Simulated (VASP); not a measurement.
The system is NaZrO2.

```
Na Zr O
1.0
     5.96252    0.00000    0.00000
    -2.98126    5.16369    0.00000
     0.00000    0.00000    6.14127
Na Zr O
1 1 2
Direct
  0.66667 0.33333 0.50000
  0.33333 0.66667 0.50000
  0.33333 0.66667 0.80294
  0.33333 0.66667 0.19706
```

The cell was generated, and may not be a known phase.

* Program: VASP 6.6.1
* Task: relaxation of cell and atoms
* Functional: PBE
* Potentials or basis: VASP PAW PBE potentials, release 64 (Na_pv, Zr_sv, O)
* Cutoff: 600 eV
* k mesh: 12 × 12 × 8
* Occupations: gaussian, width 0.1 eV
* Spin: no spin polarisation

At the start: pressure -0.0 GPa; volume 47.27 Å³/atom.

Task: Where does the relaxation end?

Result: Over 9 steps the energy falls by 4.2 meV/atom and the volume is 46.06 Å³/atom (-2.6 %); space group P-6m2 (No. 187, to 0.1 Å) before and after.

Step by step:
```
step  energy change (eV)  largest force (eV/Å)  pressure (GPa)  volume (Å³)
   1              0.0000                0.2436           -0.05       189.08
   2             -0.0035                0.0520           -0.34       188.72
   3             -0.0036                0.1095           -0.39       188.64
   4             -0.0048                0.1080           -0.39       188.40
   5             -0.0082                0.1031           -0.35       187.67
   6             -0.0135                0.1001           -0.26       186.20
   7             -0.0159                0.1082           -0.05       183.27
   8             -0.0165                0.0999           -0.13       184.27
   9             -0.0168                0.0056           -0.02       184.23
```

Final structure:
```
CELL_PARAMETERS angstrom
5.96023 0.00000 0.00000
-2.98011 5.16171 0.00000
0.00000 0.00000 5.98834
ATOMIC_POSITIONS crystal
Na 0.66667 0.33333 0.50000
Zr 0.33333 0.66667 0.50000
O 0.33333 0.66667 0.81118
O 0.33333 0.66667 0.18882
```

Caveat: an odd number of electrons without spin polarisation forces a metal; a magnetic or distorted state may lie lower.
